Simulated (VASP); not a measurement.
Input of a VASP 6.6.1 run:

The input INCAR:

```
  PREC = Accurate
  ENCUT = 520
  EDIFF = 1E-6
  ISMEAR = -1
  SIGMA = 0.05
  LREAL = F
  LASPH = T
  NELM = 60
  ALGO = Normal
  ISIF = 2
  LWAVE = F
  LCHARG = F
  GGA = PE
  NBANDS = 48
```

The input KPOINTS:

```
regular mesh
0
Gamma
  13 13 3
```

Contents of POSCAR:

```
InSe
1.0
    4.0499987506      0.0000000000      0.0000000000
   -2.0249993753      3.5074018033      0.0000000000
    0.0000000000      0.0000000000     17.2686000000
In Se
4 4
Direct
    0.3333333333      0.6666666667      0.1686496085
    0.6666666667      0.3333333333      0.6686496085
    0.3333333333      0.6666666667      0.3313503915
    0.6666666667      0.3333333333      0.8313503915
    0.3333333333      0.6666666667      0.5942680843
    0.6666666667      0.3333333333      0.0942680843
    0.3333333333      0.6666666667      0.9057319157
    0.6666666667      0.3333333333      0.4057319157
```

Potentials or basis: VASP PAW PBE potentials, release 64 (In_d, Se).

The run is started by

```sh
$ cat potpaw_PBE.64/In_d/POTCAR potpaw_PBE.64/Se/POTCAR > POTCAR
$ mpirun -np 1 vasp_std > vasp.out
```

Predict the largest force.

0.015 eV/Å.

Predict the band gap on the k mesh.

0.45 eV.

Forces on the atoms (eV/Å):
```
In   0.000  0.000  0.013
In   0.000  0.000  0.013
In   0.000  0.000 -0.013
In   0.000  0.000 -0.013
Se   0.000  0.000 -0.015
Se   0.000  0.000 -0.015
Se   0.000  0.000  0.015
Se   0.000  0.000  0.015
```

Caveat: the cell differs from its parent crystal (z stretched by +2 %, then relaxed in part); spin-orbit coupling is left out, which moves the levels of the heavy elements. A k mesh can miss the band edges.
